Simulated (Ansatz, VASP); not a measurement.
## Ag: VASP beside Ansatz

File INCAR:

```
ALGO = Normal
EDIFF = 1E-6
ENCUT = 520
GGA = CA
ISIF = 2
ISMEAR = -1
LASPH = T
LCHARG = F
LREAL = F
LWAVE = F
NBANDS = 12
NELM = 100
PREC = Accurate
SIGMA = 0.08
```

KPOINTS

```
k-points
0
Gamma
  18 18 18
```

File POSCAR:

```
Ag
1.0
    0.0000000000      1.9601080033      1.9601080033
    1.9601080033      0.0000000000      1.9601080033
    1.9601080033      1.9601080033      0.0000000000
Ag
1
Direct
    0.0000000000      0.0000000000      0.0000000000
```

Input for Ansatz:

```yaml
crystal:
  lattice:
    - [0.0, 1.9601080033, 1.9601080033]
    - [1.9601080033, 0.0, 1.9601080033]
    - [1.9601080033, 1.9601080033, 0.0]
  atoms:
    - { symbol: Ag, position: [0.0, 0.0, 0.0] }
kpoints:
  mp_grid: { grid: [18, 18, 18] }
scf:
  occupations: { method: fermi_dirac, width: 0.08 }
hamiltonian:
  xc: lda
  pseudopotentials: { kind: all_electron, lapw: { basis_error: 0.001 } }
output:
  forces: true
  stress: true
  eigenvalues: true
  populations: true
```

Change from the starting cell: volume scaled by 0.94, LAPW.

Alike in both runs: task single point; functional LDA; k mesh 18 × 18 × 18; occupations fermi-dirac, width 0.08 eV; no spin polarisation.

|  | VASP | Ansatz |
| --- | --- | --- |
| version | VASP 6.6.1 | Ansatz 0.2.0 |
| potentials or method | VASP PAW LDA potentials, release 64 (Ag), cutoff 520 eV | all-electron LAPW, scalar-relativistic |

Ansatz gave:

* pressure (GPa): 10.2

Which values does VASP return?

Pressure (GPa): 10.4.

LDA's correlation is that of Perdew and Zunger in VASP and of Perdew and Wang (1992) in Ansatz. Ansatz ran all-electron here, and VASP with PAW potentials.
